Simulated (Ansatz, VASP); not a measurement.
PbO in VASP and in Ansatz

The input INCAR:

```
SYSTEM = PbO
ALGO = Normal ; EDIFF = 1E-6
ENCUT = 600 ; GGA = PS
GGA_COMPAT = .FALSE. ; ISIF = 2
ISMEAR = 0 ; LASPH = .TRUE.
LCHARG = .FALSE. ; LREAL = .FALSE.
LWAVE = .FALSE. ; NBANDS = 17
NELM = 120 ; PREC = Accurate
SIGMA = 0.01
```

File KPOINTS:

```
k-points
0
G
  5 5 5
  0 0 0
```

Contents of POSCAR:

```
PbO
1.0
    0.0000000000      2.7987768025      2.7987768025
    2.7987768025      0.0000000000      2.7987768025
    2.7987768025      2.7987768025      0.0000000000
Pb O
1 1
Direct
    0.0000000000      0.0000000000      0.0000000000
    0.2500000000      0.2500000000      0.2500000000
```

Input for Ansatz:

```yaml
crystal:
  lattice:
    - [0.0, 2.7987768025, 2.7987768025]
    - [2.7987768025, 0.0, 2.7987768025]
    - [2.7987768025, 2.7987768025, 0.0]
  atoms:
    - { symbol: Pb, position: [0.0, 0.0, 0.0] }
    - { symbol: O, position: [0.25, 0.25, 0.25] }
kpoints:
  mp_grid: { grid: [5, 5, 5] }
hamiltonian:
  xc: pbesol
scf:
  occupations: { method: fixed }
  n_extra_bands: 4
output:
  forces: true
  stress: true
  eigenvalues: true
```

Alike in both runs: task single point; functional PBEsol; k mesh 5 × 5 × 5; no spin polarisation.

|  | VASP | Ansatz |
| --- | --- | --- |
| version | VASP 6.6.1 | Ansatz 0.2.0 |
| potentials or method | VASP PAW PBE potentials, release 64 (Pb_d, O) | plane waves |
| plane-wave cutoff (eV) | 600 | 420 |
| occupations | gaussian, width 0.01 eV | fixed |
| valence electrons in the cell | 20 | 20 |

|  | VASP | Ansatz | Ansatz less VASP |
| --- | --- | --- | --- |
| gap on the k mesh at the Fermi level (eV) | 0.98 | 0.98 | +0.001 |
| pressure (GPa) | -1.0 | -1.0 | +0.01 |

VASP's potentials were made for PBE, not for PBEsol.

Neither program's run includes spin-orbit coupling.
